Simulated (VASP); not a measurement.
# Zr2TiN3 (P-3m1) in VASP: single point with PBE

Aim: the single point of Zr2TiN3 with PBE.

All numbers are computed with VASP 6.6.1; they aren't measurements. Logs are shortened: lines on timing, memory, paths and dates and some standing lists are left out, and cuts for length are marked.

## (1) The cell of the first run

It takes space group P-3m1 (No. 164, trigonal). The conventional cell has a = 3.178 Å, b = 3.178 Å, c = 7.748 Å, α = 90.00°, β = 90.00°, γ = 120.00°. Zr (site symmetry 3m) has 6 N at 2.27 to 2.28 Å within 3.0 Å. Within 2.9 Å of Ti (site symmetry -3m) lie 6 N at 2.18 Å. Within 2.9 Å of N (site symmetry 3m) lie 3 Ti at 2.18 Å and 3 Zr at 2.27 Å. Within 3.0 Å of N (site symmetry -3m) lie 6 Zr at 2.28 Å.

## (2) Single point, PBE

Contents of INCAR:

```
ALGO = Normal
EDIFF = 1E-6
ENCUT = 520
GGA = PE
ISIF = 2
ISMEAR = 0
LASPH = T
LCHARG = F
LREAL = F
LWAVE = F
NBANDS = 63
NELM = 100
PREC = Accurate
SIGMA = 0.2
```

Contents of KPOINTS:

```
k-points
0
Gamma
  6 6 2
```

Contents of POSCAR:

```
Zr2TiN3
1.0
    3.1783115487      0.0000000000      0.0000000000
   -1.5891557743      2.7524985423      0.0000000000
    0.0000000000      0.0000000000     15.4964950099
Zr Ti N
4 2 6
Direct
    0.6666666667      0.3333333333      0.4125354632
    0.6666666667      0.3333333333      0.9125354632
    0.3333333333      0.6666666667      0.0874645368
    0.3333333333      0.6666666667      0.5874645368
    0.0000000000      0.0000000000      0.2500000000
    0.0000000000      0.0000000000      0.7500000000
    0.3333333333      0.6666666667      0.3263923500
    0.3333333333      0.6666666667      0.8263923500
    0.6666666667      0.3333333333      0.1736076500
    0.6666666667      0.3333333333      0.6736076500
    0.0000000000      0.0000000000      0.5000000000
    0.0000000000      0.0000000000      0.0000000000
```

Potentials or basis: VASP PAW PBE potentials, release 64 (Zr_sv, Ti_sv, N).

The run is started by

```
> cat potpaw_PBE.64/Zr_sv/POTCAR potpaw_PBE.64/Ti_sv/POTCAR potpaw_PBE.64/N/POTCAR > POTCAR
> mpirun -np 1 vasp_std > vasp.out
```

OUTCAR:

```text
EDIFF = 1E-6
   ENCUT = 520
   GGA = PE
   ISIF = 2
   ISMEAR = 0
   LASPH = T
   LREAL = F
   NELM = 100
   PREC = Accurate

 ion  position               nearest neighbor table
   1  0.667  0.333  0.413-   7 2.27   7 2.27   7 2.27  11 2.28  11 2.28  11 2.28   5 3.12   5 3.12
                             5 3.12   4 3.27   4 3.27   4 3.27
   2  0.667  0.333  0.913-   8 2.27   8 2.27   8 2.27  12 2.28  12 2.28  12 2.28   6 3.12   6 3.12
                             6 3.12   3 3.27   3 3.27   3 3.27
   3  0.333  0.667  0.087-   9 2.27   9 2.27   9 2.27  12 2.28  12 2.28  12 2.28   5 3.12   5 3.12
                             5 3.12   2 3.27   2 3.27   2 3.27
   4  0.333  0.667  0.587-  10 2.27  10 2.27  10 2.27  11 2.28  11 2.28  11 2.28   6 3.12   6 3.12
                             6 3.12   1 3.27   1 3.27   1 3.27
   5  0.000  0.000  0.250-   7 2.18   9 2.18   7 2.18   9 2.18   9 2.18   7 2.18   1 3.12   3 3.12
                             3 3.12   1 3.12   3 3.12   1 3.12
   6  0.000  0.000  0.750-   8 2.18  10 2.18   8 2.18  10 2.18  10 2.18   8 2.18   2 3.12   4 3.12
                             4 3.12   2 3.12   4 3.12   2 3.12
   7  0.333  0.667  0.326-   5 2.18   5 2.18   5 2.18   1 2.27   1 2.27   1 2.27
   8  0.333  0.667  0.826-   6 2.18   6 2.18   6 2.18   2 2.27   2 2.27   2 2.27
   9  0.667  0.333  0.174-   5 2.18   5 2.18   5 2.18   3 2.27   3 2.27   3 2.27
  10  0.667  0.333  0.674-   6 2.18   6 2.18   6 2.18   4 2.27   4 2.27   4 2.27
  11  0.000  0.000  0.500-   1 2.28   4 2.28   4 2.28   1 2.28   1 2.28   4 2.28
  12  0.000  0.000  0.000-   2 2.28   3 2.28   3 2.28   2 2.28   2 2.28   3 2.28

  LATTYP: Found a hexagonal cell.
 ALAT       =     3.1783115487
 C/A-ratio  =     4.8757004379

  Lattice vectors:

 A1 = (   3.1783115487,   0.0000000000,   0.0000000000)
 A2 = (  -1.5891557743,   2.7524985423,   0.0000000000)
 A3 = (   0.0000000000,   0.0000000000,  15.4964950099)

Analysis of symmetry for initial positions (statically):
=====================================================================
 Subroutine PRICEL returns following result:

  LATTYP: Found a hexagonal cell.
 ALAT       =     3.1783115487
 C/A-ratio  =     2.4378502190

  Lattice vectors:

 A1 = (   3.1783115487,   0.0000000000,   0.0000000000)
 A2 = (  -1.5891557743,   2.7524985423,   0.0000000000)
 A3 = (   0.0000000000,   0.0000000000,   7.7482475050)

   2 primitive cells build up your supercell.

 Routine SETGRP: Setting up the symmetry group for a
 hexagonal supercell.

 Subroutine GETGRP returns: Found 12 space group operations
 (whereof 12 operations were pure point group operations)
 out of a pool of 24 trial point group operations.

The static configuration has the point symmetry D_3d.

Analysis of symmetry for dynamics (positions and initial velocities):
=====================================================================
 Subroutine PRICEL returns following result:

  LATTYP: Found a hexagonal cell.
 ALAT       =     3.1783115487
 C/A-ratio  =     2.4378502190

  Lattice vectors:

 A1 = (   3.1783115487,   0.0000000000,   0.0000000000)
 A2 = (  -1.5891557743,   2.7524985423,   0.0000000000)
 A3 = (   0.0000000000,   0.0000000000,   7.7482475050)

   2 primitive cells build up your supercell.

 Routine SETGRP: Setting up the symmetry group for a
 hexagonal supercell.

 Subroutine GETGRP returns: Found 12 space group operations
 (whereof 12 operations were pure point group operations)
 out of a pool of 24 trial point group operations.

The dynamic configuration has the point symmetry D_3d.

 Subroutine INISYM returns: Found 12 space group operations
 (whereof 12 operations are pure point group operations),
 and found     2 'primitive' translations

----------------------------------------------------------------------------------------

                                     Primitive cell

  volume of cell :      67.7840

  direct lattice vectors                    reciprocal lattice vectors
     3.178311549  0.000000000  0.000000000     0.314632466  0.181653139  0.000000000
    -1.589155774  2.752498542  0.000000000     0.000000000  0.363306278  0.000000000
     0.000000000  0.000000000  7.748247505     0.000000000  0.000000000  0.129061443

  length of vectors
     3.178311549  3.178311549  7.748247505     0.363306278  0.363306278  0.129061443

  position of ions in fractional coordinates (direct lattice)
     0.666666667  0.333333333  0.825070926
     0.333333333  0.666666667  0.174929074
     0.000000000  0.000000000  0.500000000
     0.333333333  0.666666667  0.652784700
     0.666666667  0.333333333  0.347215300
     0.000000000  0.000000000  0.000000000

  ion indices of the primitive-cell ions
   primitive index   ion index
                 1           1
                 2           4
                 3           5
                 4           7
                 5           9
                 6          11

----------------------------------------------------------------------------------------

 KPOINTS: k-points

Automatic generation of k-mesh.
 Grid dimensions read from file:
 generate k-points for:    6    6    2

 Generating k-lattice:

  Cartesian coordinates                     Fractional coordinates (reciprocal lattice)
     0.052438744  0.030275523  0.000000000     0.166666667  0.000000000  0.000000000
     0.000000000  0.060551046  0.000000000     0.000000000  0.166666667  0.000000000
     0.000000000  0.000000000  0.032265361     0.000000000  0.000000000  0.500000000

  Length of vectors
     0.060551046  0.060551046  0.032265361

  Shift w.r.t. Gamma in fractional coordinates (k-lattice)
     0.000000000  0.000000000  0.000000000

 Subroutine IBZKPT returns following result:
 ===========================================

 Found     14 irreducible k-points:

 Following reciprocal coordinates:
            Coordinates               Weight
  0.000000  0.000000  0.000000      1.000000
  0.166667  0.000000  0.000000      6.000000
  0.333333  0.000000  0.000000      6.000000
  0.500000  0.000000  0.000000      3.000000
  0.166667  0.166667  0.000000      6.000000
  0.333333  0.166667  0.000000     12.000000
  0.333333  0.333333  0.000000      2.000000
  0.000000  0.000000  0.500000      1.000000
  0.166667  0.000000  0.500000      6.000000
  0.333333  0.000000  0.500000      6.000000
  0.500000  0.000000  0.500000      3.000000
  0.166667  0.166667  0.500000      6.000000
  0.333333  0.166667  0.500000     12.000000
  0.333333  0.333333  0.500000      2.000000
   k-points           NKPTS =     14   k-points in BZ     NKDIM =     14   number of bands    NBANDS=     63
   number of dos      NEDOS =    301   number of ions     NIONS =     12
   total plane-waves  NPLWV =  69120
   dimension x,y,z NGX =    24 NGY =   24 NGZ =  120
   dimension x,y,z NGXF=    48 NGYF=   48 NGZF=  240
   ions per type =               4   2   6
   NGX,Y,Z   is equivalent  to a cutoff of  12.55, 12.55, 12.87 a.u.
   NGXF,Y,Z  is equivalent  to a cutoff of  25.11, 25.11, 25.75 a.u.
 SYSTEM =  unknown system
   PREC   = accura    normal or accurate (medium, high low for compatibility)
   ISTART =      0    job   : 0-new  1-cont  2-samecut
   ICHARG =      2    charge: 1-file 2-atom 10-const
   ISPIN  =      1    spin polarized calculation?
   LNONCOLLINEAR =      F non collinear calculations
   LSORBIT =      F    spin-orbit coupling
   LASPH  =      T    aspherical Exc in radial PAW
   ENCUT  =  520.0 eV  38.22 Ry    6.18 a.u.   5.91  5.91 28.81*2*pi/ulx,y,z
   NELM   =    100;   NELMIN=  2; NELMDL= -5     # of ELM steps
   EDIFF  = 0.1E-05   stopping-criterion for ELM
   LREAL  =      F    real-space projection
   EDIFFG = 0.1E-04   stopping-criterion for IOM
   NSW    =      0    number of steps for IOM
   IBRION =     -1    ionic relax: 0-MD 1-quasi-New 2-CG
   NFREE  =      0    steps in history (QN), initial steepest desc. (CG)
   ISIF   =      2    stress and relaxation
   ISYM   =      2    0-nonsym 1-usesym 2-fastsym
   POTIM  = 0.5000    time-step for ionic-motion
   TEBEG  =    0.0;   TEEND  =   0.0 temperature during run
   PSTRESS=    0.0 pullay stress
   NELECT =     102.0000    total number of electrons
   NUPDOWN=      -1.0000    fix difference up-down
   EMIN   =  10.00;   EMAX   =-10.00  energy-range for DOS
   EFERMI =   0.00;   METHOD = LEGACY
   ISMEAR =     0;   SIGMA  =   0.20  broadening in eV -4-tet -1-fermi 0-gaus
   EFERMI_NEDOS =   21; number of points for ismear=-14 and -15
   IALGO  =     38    algorithm
   IMIX   =      4    mixing-type and parameters
     AMIX     =   0.40;   BMIX     =  1.00
     AMIX_MAG =   1.60;   BMIX_MAG =  1.00
  volume/ion in A,a.u.               =      11.30        76.24
  Fermi-wavevector in a.u.,A,eV,Ry     =   1.488981  2.813766 30.165000  2.217065
  Thomas-Fermi vector in A             =   2.601947
   LORBIT       =      0    0 simple, 1 ext, 2 COOP (PROOUT), +10 PAW based schemes
   GGA     = PE    functional components
   LHFCALC =     F    Hartree Fock is set to
   AEXX    =    0.0000 exact exchange contribution
   IVDW    =     0    specifies the selected vdW correction
   LEPSILON=     F    determine dielectric tensor
   LRPA    =     F    only Hartree local field effects (RPA)
 non-spin polarized calculation
 Gauss-broadening in eV      SIGMA  =   0.20
  energy-cutoff  :      520.00
  volume of cell :      135.57
 maximum number of plane-waves:      3672
 NGX is ok and might be reduce to    24
   NGX = 11   NGY = 11   NGZ = 57

 number of electron     102.0000023 magnetization

 Free energy of the ion-electron system (eV)
  ---------------------------------------------------
  ext. energy  EPLUGINS =         0.00000000
  ---------------------------------------------------
  free energy    TOTEN  =      -120.37980035 eV

  energy without entropy =     -120.29434421  energy(sigma->0) =     -120.33707228

 E-fermi :  11.6977     XC(G=0): -12.6108

 val. band max:       11.6694849473   @ k =   0.3333   0.1667   0.0000
 cond. band min:      11.7060164189   @ k =   0.3333   0.1667   0.5000
 fundamental gap:      0.0365314716
 Fermi energy:        11.6977346543

 k-point     1 :       0.0000    0.0000    0.0000
  band No.  band energies     occupation
      1     -46.2067      2.00000
      2     -46.2067      2.00000
      3     -37.8265      2.00000
      4     -37.8260      2.00000
      5     -37.7620      2.00000
      6     -37.7614      2.00000
[... 55 lines left out ...]
     62      13.3242      0.00000
     63      13.3250      0.00000

 k-point     2 :       0.1667    0.0000    0.0000
  band No.  band energies     occupation
      1     -46.1990      2.00000
      2     -46.1990      2.00000
      3     -37.7934      2.00000
      4     -37.7930      2.00000
      5     -37.7365      2.00000
      6     -37.7361      2.00000
[... 55 lines left out ...]
     62      13.6006      0.00000
     63      13.7582      0.00000

 k-point     3 :       0.3333    0.0000    0.0000
  band No.  band energies     occupation
      1     -46.1834      2.00000
      2     -46.1834      2.00000
      3     -37.7242      2.00000
      4     -37.7241      2.00000
      5     -37.6874      2.00000
      6     -37.6873      2.00000
[... 715 lines left out ...]
     62      14.7004      0.00000
     63      14.9180      0.00000

 k-point    14 :       0.3333    0.3333    0.5000
  band No.  band energies     occupation
      1     -46.1716      2.00000
      2     -46.1716      2.00000
      3     -37.6610      2.00000
      4     -37.6610      2.00000
      5     -37.6610      2.00000
      6     -37.6610      2.00000
[... 55 lines left out ...]
     62      14.8411      0.00000
     63      14.8455      0.00000

------------------------ aborting loop because EDIFF is reached ----------------------------------------

  FORCE on cell =-STRESS in cart. coord.  units (eV):
  Direction    XX          YY          ZZ          XY          YZ          ZX
  --------------------------------------------------------------------------------------
  -------------------------------------------------------------------------------------
  Total       -0.2957851     -0.2957851      1.1736462     -0.0000000      0.0000000     -0.0000000
  in kB       -3.4956657     -3.4956657     13.8704557     -0.0000000      0.0000000     -0.0000000
  external PRESSURE =       2.2930415 kB  Pullay stress =       0.0000000 kB

 VOLUME and BASIS-vectors are now :
 -----------------------------------------------------------------------------
  energy-cutoff  :      520.00
  volume of cell :      135.57
      direct lattice vectors                 reciprocal lattice vectors
     3.178311549  0.000000000  0.000000000     0.314632466  0.181653139  0.000000000
    -1.589155774  2.752498542  0.000000000     0.000000000  0.363306278  0.000000000
     0.000000000  0.000000000 15.496495010     0.000000000  0.000000000  0.064530721

 POSITION                                       TOTAL-FORCE (eV/Angst)
 -----------------------------------------------------------------------------------
      1.58916      0.91750      6.39285         0.000000      0.000000      0.042610
      1.58916      0.91750     14.14110         0.000000      0.000000      0.042610
     -0.00000      1.83500      1.35539        -0.000000     -0.000000     -0.042610
     -0.00000      1.83500      9.10364        -0.000000     -0.000000     -0.042610
      0.00000      0.00000      3.87412         0.000000     -0.000000      0.000000
      0.00000      0.00000     11.62237         0.000000     -0.000000      0.000000
     -0.00000      1.83500      5.05794         0.000000     -0.000000      0.020854
     -0.00000      1.83500     12.80618        -0.000000      0.000000      0.020854
      1.58916      0.91750      2.69031        -0.000000      0.000000     -0.020854
      1.58916      0.91750     10.43856         0.000000      0.000000     -0.020854
      0.00000      0.00000      7.74825         0.000000     -0.000000      0.000000
      0.00000      0.00000      0.00000         0.000000     -0.000000      0.000000
 -----------------------------------------------------------------------------------
    total drift:                                0.000000     -0.000000      0.000000

  FREE ENERGIE OF THE ION-ELECTRON SYSTEM (eV)
  ---------------------------------------------------
  free  energy   TOTEN  =      -120.3798003468 eV

  energy  without entropy=     -120.2943442052  energy(sigma->0) =     -120.33707228
```

Run time: 2 min. Hardware: 1 thread of Intel Xeon Platinum 8488C (Sapphire Rapids), shared host; peak memory 0.3 GiB.

What came out:

```yaml
Free_energy: -120.3798 eV
Pressure: 0.2 GPa
Largest_force: 0.043 eV/Å
Band_gap_on_the_k_mesh: zero (band 51 reaches 12.39 eV, above the bottom of band 52 at 11.26 eV)
```

Forces in eV/Å, atoms in the order of the input:
```
Zr   0.000  0.000  0.043
Zr   0.000  0.000  0.043
Zr   0.000  0.000 -0.043
Zr   0.000  0.000 -0.043
Ti   0.000  0.000  0.000
Ti   0.000  0.000  0.000
N    0.000  0.000  0.021
N    0.000  0.000  0.021
N    0.000  0.000 -0.021
N    0.000  0.000 -0.021
N    0.000  0.000  0.000
N    0.000  0.000  0.000
```

Stress tensor (GPa, compression positive):
```
-0.35  0.00  0.00
 0.00 -0.35  0.00
 0.00  0.00  1.39
```

Levels at points of the mesh, in eV from the Fermi level:
```csv
k point,band 49,band 50,band 51,band 52,band 53,band 54
"(0.00, 0.00, 0.00)",-0.52,-0.52,-0.45,-0.14,-0.14,0.08
"(0.50, 0.00, 0.00)",-3.12,-1.55,-1.50,0.68,0.80,1.45
"(0.00, 0.00, 0.50)",-0.36,-0.36,-0.36,-0.36,-0.22,-0.22
"(0.50, 0.00, 0.50)",-2.44,-2.44,-0.44,-0.44,1.45,1.45
```

Caveat: the k points lie up to 0.38 Å⁻¹ apart.
